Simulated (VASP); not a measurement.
# Ti2Al6H in VASP: notebook, part 2 of 2

VASP 6.6.1. The steps go on from the part before.

## Step 4: Single point, PBE+D3(BJ)

INCAR

```
  PREC = Accurate
  ENCUT = 520
  EDIFF = 1E-6
  ISMEAR = 0
  SIGMA = 0.1
  LREAL = False
  LASPH = True
  NELM = 60
  ALGO = Normal
  ISIF = 2
  LWAVE = False
  LCHARG = True
  LDIPOL = True
  IDIPOL = 3
  DIPOL = 0.5 0.5 0.308
  GGA = PE
  IVDW = 12
  LELF = True
  LVHAR = True
  LVACPOTAV = True
  NBANDS = 32
```

KPOINTS

```
Automatic mesh
0
Gamma
  6 6 1
```

POSCAR

```
Ti2Al6H
1.0
    5.0241861190      0.0000000000      0.0000000000
    2.1588814530      4.5367033218      0.0000000000
    0.0000000000      0.0000000000     21.2187109014
Al Ti H
6 2 1
Direct
    0.5000000000      0.0000000000      0.1885128658
    0.0000000000      0.5000000000      0.1885128658
    0.0000000000      0.0000000000      0.2517328341
    0.0000000000      0.5000000000      0.3193548961
    0.5000000000      0.0000000000      0.3193548961
    0.5000000000      0.5000000000      0.3826203646
    0.5000000000      0.5000000000      0.2517328341
    0.0000000000      0.0000000000      0.3797002555
    0.6666666667      0.6666666667      0.4863024408
```

Potentials or basis: VASP PAW PBE potentials, release 64 (Al, Ti_sv, H).

On the command line:

```sh
$ cat potpaw_PBE.64/Al/POTCAR potpaw_PBE.64/Ti_sv/POTCAR potpaw_PBE.64/H/POTCAR > POTCAR
$ mpirun -np 1 vasp_std > vasp.out
```

OUTCAR:

```text
PREC = Accurate
   ENCUT = 520
   EDIFF = 1E-6
   ISMEAR = 0
   LREAL = False
   LASPH = True
   NELM = 60
   ISIF = 2
   GGA = PE
   IVDW = 12
 IVDW          = 12

 ion  position               nearest neighbor table
   1  0.500  0.000  0.189-   2 2.68   2 2.68   5 2.78   7 2.85   7 2.85   3 2.85   3 2.85
   2  0.000  0.500  0.189-   1 2.68   1 2.68   4 2.78   3 2.85   3 2.85   7 2.85   7 2.85
   3  0.000  0.000  0.252-   7 2.68   7 2.68   8 2.72   2 2.85   2 2.85   1 2.85   1 2.85   4 2.89
                             4 2.89   5 2.89   5 2.89
   4  0.000  0.500  0.319-   5 2.68   5 2.68   2 2.78   8 2.82   8 2.82   6 2.85   6 2.85   3 2.89
                             3 2.89   7 2.89   7 2.89
   5  0.500  0.000  0.319-   4 2.68   4 2.68   1 2.78   8 2.82   8 2.82   6 2.85   6 2.85   7 2.89
                             7 2.89   3 2.89   3 2.89
   6  0.500  0.500  0.383-   8 2.68   8 2.68   7 2.78   5 2.85   5 2.85   4 2.85   4 2.85
   7  0.500  0.500  0.252-   3 2.68   3 2.68   6 2.78   1 2.85   1 2.85   2 2.85   2 2.85   5 2.89
                             5 2.89   4 2.89   4 2.89
   8  0.000  0.000  0.380-   6 2.68   6 2.68   3 2.72   4 2.82   4 2.82   5 2.82   5 2.82
   9  0.667  0.667  0.486-

  LATTYP: Found a base centered orthorhombic cell.
 ALAT       =     5.3657849248
 B/A-ratio  =     1.5833231892
 C/A-ratio  =     3.9544467769

  Lattice vectors:

 A1 = (  -2.1588814530,  -4.5367033218,   0.0000000000)
 A2 = (   5.0241861190,   0.0000000000,   0.0000000000)
[... 646 lines left out ...]

 Edisp (eV)   -2.05341

 E8    (eV) :    -0.9743

  FORCE on cell =-STRESS in cart. coord.  units (eV):
  Direction    XX          YY          ZZ          XY          YZ          ZX
  --------------------------------------------------------------------------------------
  -------------------------------------------------------------------------------------
  Total      -5.20354    -3.06929    -5.06016    -2.24247    -0.73040    -1.15646
  in kB     -17.23790   -10.16771   -16.76292    -7.42870    -2.41961    -3.83104
  external pressure =      -14.72 kB  Pullay stress =        0.00 kB

 VOLUME and BASIS-vectors are now :
 -----------------------------------------------------------------------------
  energy-cutoff  :      520.00
  volume of cell :      483.64
      direct lattice vectors                 reciprocal lattice vectors
     5.024186119  0.000000000  0.000000000     0.199037212 -0.094715858  0.000000000
     2.158881453  4.536703322  0.000000000     0.000000000  0.220424376  0.000000000
     0.000000000  0.000000000 21.218710901     0.000000000  0.000000000  0.047128216

 POSITION                                       TOTAL-FORCE (eV/Angst)
 -----------------------------------------------------------------------------------
      2.51209      0.00000      4.00000         0.001199     -0.113613      0.542692
      1.07944      2.26835      4.00000        -0.102074      0.049902      0.542692
      0.00000      0.00000      5.34145         0.002743      0.001733     -0.537037
      1.07944      2.26835      6.77630         0.085106     -0.022768     -0.068956
      2.51209      0.00000      6.77630         0.016010      0.086632     -0.068956
      3.59153      2.26835      8.11871         0.326878      0.206451      0.666547
      3.59153      2.26835      5.34145         0.139946      0.088388     -0.268637
      0.00000      0.00000      8.05675         0.002805      0.001772      0.528859
      4.78871      3.02447     10.31871        -0.472615     -0.298496     -1.337205
 -----------------------------------------------------------------------------------
    total drift:                               -0.000129     -0.000081     -0.000368

  FREE ENERGIE OF THE ION-ELECTRON SYSTEM (eV)
  ---------------------------------------------------
  free  energy   TOTEN  =       -39.8989144932 eV

  energy  without entropy=      -39.8673214900  energy(sigma->0) =      -39.88311799

 vacuum level on the upper side and lower side of the slab         4.111         3.013
```

OSZICAR:

```text
N       E                     dE             d eps       ncg     rms          rms(c)
DAV:   1     0.268570925676E+03    0.26857E+03   -0.18204E+04  1016   0.103E+03
DAV:   2    -0.113068345869E+02   -0.27988E+03   -0.27278E+03  1024   0.272E+02
DAV:   3    -0.393239402030E+02   -0.28017E+02   -0.27625E+02  1376   0.737E+01
[... 19 lines left out ...]
DAV:  23    -0.378454796002E+02   -0.27501E-04   -0.34769E-06   896   0.548E-03    0.119E-03
DAV:  24    -0.378454939096E+02   -0.14309E-04   -0.11201E-06   776   0.297E-03    0.844E-04
DAV:  25    -0.378454990242E+02   -0.51147E-05   -0.38389E-07   728   0.199E-03    0.259E-04
DAV:  26    -0.378455005367E+02   -0.15125E-05   -0.76444E-08   688   0.930E-04    0.204E-04
DAV:  27    -0.378455009581E+02   -0.42143E-06   -0.21316E-08   520   0.561E-04
   1 F= -.39898914E+02 E0= -.39883118E+02  d E =-.315930E-01
```

stdout:

```text
POSCAR found type information on POSCAR AlTiH
 POSCAR found :  3 types and       9 ions
 scaLAPACK will be used
 LDA part: xc-table for (Slater+PW92), standard interpolation
 POSCAR, INCAR and KPOINTS ok, starting setup
 FFT: planning ... GRIDC
 FFT: planning ... GRID_SOFT
 FFT: planning ... GRID
 WAVECAR not read
 entering main loop
 -----------------------------------------------------------------------------
|                                                                             |
|           W    W    AA    RRRRR   N    N  II  N    N   GGGG   !!!           |
|           W    W   A  A   R    R  NN   N  II  NN   N  G    G  !!!           |
|           W    W  A    A  R    R  N N  N  II  N N  N  G       !!!           |
|           W WW W  AAAAAA  RRRRR   N  N N  II  N  N N  G  GGG   !            |
|           WW  WW  A    A  R   R   N   NN  II  N   NN  G    G                |
|           W    W  A    A  R    R  N    N  II  N    N   GGGG   !!!           |
|                                                                             |
|     Did not find any points to average over, which means that no vacuum     |
|     field-free region was found. Please increase the size of  your cell     |
|     in the dimension of the dipole correction to obtain accurate            |
|     workfunction values.                                                    |
|                                                                             |
 -----------------------------------------------------------------------------
```

It took 15 min on 1 thread of Intel Xeon 8259CL, shared host; peak memory 0.65 GiB.

What came out:

* Free energy: -39.8989 eV
* Largest force: 1.449 eV/Å
* Band gap on the k mesh: zero (an odd number of electrons rules out a gap without spin polarisation)
* Dispersion energy per atom: -0.228 eV

Forces on the atoms (eV/Å):
```
Al   0.001 -0.114  0.543
Al  -0.102  0.050  0.543
Al   0.003  0.002 -0.537
Al   0.085 -0.023 -0.069
Al   0.016  0.087 -0.069
Al   0.327  0.206  0.667
Ti   0.140  0.088 -0.269
Ti   0.003  0.002  0.529
H   -0.473 -0.298 -1.337
```

Levels at points of the mesh, in eV from the Fermi level:
```csv
k point,band 17,band 18,band 19,band 20,band 21,band 22,band 23,band 24,band 25,band 26
"(0.00, 0.00, 0.00)",-1.63,-1.15,-1.14,-1.09,-0.47,-0.24,-0.18,0.70,0.70,1.66
"(0.50, 0.00, 0.00)",-1.58,-1.20,-0.66,-0.33,-0.11,0.16,0.34,0.76,0.88,1.12
"(0.50, 0.50, 0.00)",-2.01,-1.22,-0.59,-0.38,0.14,0.14,0.50,0.57,0.73,0.84
```

## Step 5: Single point, PBE+D3(BJ)

INCAR

```
SYSTEM = Ti2Al6H
ALGO     = Normal         ! electronic algorithm
DIPOL    = 0.5 0.5 0.308
EDIFF    = 1E-6           ! SCF threshold, eV
ENCUT    = 520            ! plane-wave cutoff, eV
GGA      = PE             ! functional
IDIPOL   = 3            
ISIF     = 2              ! what is computed and relaxed
ISMEAR   = 0              ! smearing method
IVDW     = 12             ! dispersion correction
LASPH    = .TRUE.         ! aspherical terms in the spheres
LCHARG   = .FALSE.        ! write CHGCAR
LDIPOL   = .TRUE.       
LREAL    = .FALSE.        ! projectors in reciprocal space
LWAVE    = .FALSE.        ! write WAVECAR
NBANDS   = 32             ! bands
NELM     = 60             ! most SCF steps
PREC     = Accurate       ! precision mode
SIGMA    = 0.1            ! smearing width, eV
```

KPOINTS

```
k-points
0
G
  6 6 1
  0 0 0
```

Edit POSCAR of step 4 so:

```diff
@@ -16,2 +16,2 @@
     0.0000000000      0.0000000000      0.3797002555
-    0.6666666667      0.6666666667      0.4863024408
+    0.6666666667      1.3333333333      0.4863024408
```

Potentials or basis: VASP PAW PBE potentials, release 64 (Al, Ti_sv, H).

On the command line:

```sh
$ cat potpaw_PBE.64/Al/POTCAR potpaw_PBE.64/Ti_sv/POTCAR potpaw_PBE.64/H/POTCAR > POTCAR
$ mpirun -np 1 vasp_std > vasp.out
```

OUTCAR:

```text
SYSTEM = Ti2Al6H
   EDIFF = 1E-6
   ENCUT = 520
   GGA = PE
   ISIF = 2
   ISMEAR = 0
   IVDW = 12
   LASPH = .TRUE.
   LREAL = .FALSE.
   NELM = 60
   PREC = Accurate
 IVDW          = 12

 ion  position               nearest neighbor table
   1  0.500  0.000  0.189-   2 2.68   2 2.68   5 2.78   7 2.85   7 2.85   3 2.85   3 2.85
   2  0.000  0.500  0.189-   1 2.68   1 2.68   4 2.78   3 2.85   3 2.85   7 2.85   7 2.85
   3  0.000  0.000  0.252-   7 2.68   7 2.68   8 2.72   2 2.85   2 2.85   1 2.85   1 2.85   4 2.89
[... 677 lines left out ...]
  Total      -4.06873    -2.75586    -7.06767    -1.37944     0.41055    -0.25928
  in kB     -13.47860    -9.12942   -23.41325    -4.56971     1.36003    -0.85894
  external pressure =      -15.34 kB  Pullay stress =        0.00 kB

 VOLUME and BASIS-vectors are now :
 -----------------------------------------------------------------------------
  energy-cutoff  :      520.00
  volume of cell :      483.64
      direct lattice vectors                 reciprocal lattice vectors
     5.024186119  0.000000000  0.000000000     0.199037212 -0.094715858  0.000000000
     2.158881453  4.536703322  0.000000000     0.000000000  0.220424376  0.000000000
     0.000000000  0.000000000 21.218710901     0.000000000  0.000000000  0.047128216

 POSITION                                       TOTAL-FORCE (eV/Angst)
 -----------------------------------------------------------------------------------
      2.51209      0.00000      4.00000        -0.012240      0.007877      0.578333
      1.07944      2.26835      4.00000        -0.001854      0.014437      0.578333
      0.00000      0.00000      5.34145         0.043119     -0.068271     -0.527877
      1.07944      2.26835      6.77630        -0.008613     -0.001480     -0.040421
      2.51209      0.00000      6.77630         0.005038      0.007141     -0.040421
      3.59153      2.26835      8.11871         0.121380     -0.192184      0.849037
      3.59153      2.26835      5.34145         0.069205     -0.109574     -0.211262
      0.00000      0.00000      8.05675        -0.205581      0.325501      0.803533
      4.06908      1.51223     10.31871        -0.010455      0.016553     -1.989255
 -----------------------------------------------------------------------------------
    total drift:                               -0.000065      0.000104     -0.000353

  FREE ENERGIE OF THE ION-ELECTRON SYSTEM (eV)
  ---------------------------------------------------
  free  energy   TOTEN  =       -40.5654833239 eV

  energy  without entropy=      -40.5338344027  energy(sigma->0) =      -40.54965886

 vacuum level on the upper side and lower side of the slab         3.806         3.005
```

stdout:

```text
POSCAR found type information on POSCAR AlTiH
 POSCAR found :  3 types and       9 ions
 scaLAPACK will be used
 LDA part: xc-table for (Slater+PW92), standard interpolation
 POSCAR, INCAR and KPOINTS ok, starting setup
 FFT: planning ... GRIDC
 FFT: planning ... GRID_SOFT
 FFT: planning ... GRID
 WAVECAR not read
 entering main loop
```

It took 14 min on 1 thread of Intel Xeon 8259CL, shared host; peak memory 0.64 GiB.

Results:

```
Free energy                : -40.5655 eV
Largest force              : 1.989 eV/Å
Band gap on the k mesh     : zero (an odd number of electrons rules out a gap without spin polarisation)
Dispersion energy per atom : -0.228 eV
```

Forces in eV/Å, atoms in the order of the input:
```
Al  -0.012  0.008  0.578
Al  -0.002  0.014  0.578
Al   0.043 -0.068 -0.528
Al  -0.009 -0.001 -0.040
Al   0.005  0.007 -0.040
Al   0.121 -0.192  0.849
Ti   0.069 -0.110 -0.211
Ti  -0.206  0.326  0.804
H   -0.010  0.017 -1.989
```

Levels at points of the mesh, in eV from the Fermi level:
| k point | band 18 | band 19 | band 20 | band 21 | band 22 | band 23 | band 24 | band 25 |
| --- | --- | --- | --- | --- | --- | --- | --- | --- |
| (0.00, 0.00, 0.00) | -1.13 | -1.11 | -1.08 | -0.45 | -0.36 | -0.15 | 0.54 | 1.16 |
| (0.50, 0.00, 0.00) | -1.38 | -0.64 | -0.29 | -0.10 | 0.23 | 0.34 | 0.79 | 0.93 |
| (0.50, 0.50, 0.00) | -1.78 | -0.53 | -0.35 | 0.13 | 0.27 | 0.53 | 0.58 | 0.81 |

## Step 6: Overview

| cell | gap on the mesh (eV) | largest force (eV/Å) |
| --- | --- | --- |
| as given, atomic positions A | none | 1.59 |
| as given, atomic positions B | none | 1.92 |
| as given, atomic positions C | none | 1.45 |
| as given, atomic positions D | none | 1.99 |

Alike in all rows: task single point; level PBE+D3(BJ); potentials or basis VASP PAW PBE potentials, release 64 (Al, Ti_sv, H); no spin polarisation; k mesh 6 × 6 × 1; cutoff (eV) 520; smearing gaussian 0.1 eV.

Total energies depend on the potentials used, so only differences within one code and one set of settings carry meaning.
